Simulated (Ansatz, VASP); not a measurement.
## K in VASP and in Ansatz

```
K
1.0
    -2.52419    2.52419    2.52419
     2.52419   -2.52419    2.52419
     2.52419    2.52419   -2.52419
K
1
Direct
  0.00000 0.00000 0.00000
```

Alike in both runs: task single point; functional LDA; k mesh 15 × 15 × 15; occupations fermi-dirac, width 0.1 eV; no spin polarisation.

```csv
,VASP,Ansatz
version,VASP 6.6.1,Ansatz 0.2.0
potentials or method,"VASP PAW LDA potentials, release 64 (K_sv), cutoff 520 eV","plane waves (420 eV) with PAW, scalar-relativistic"
valence electrons in the cell,9,9
```

```csv
,VASP,Ansatz,Ansatz less VASP
pressure (GPa),0.0,0.0,+0.02
```

Ansatz warns that its potentials were made for another functional, while VASP's fit it. LDA's correlation is that of Perdew and Zunger in VASP and of Perdew and Wang (1992) in Ansatz.
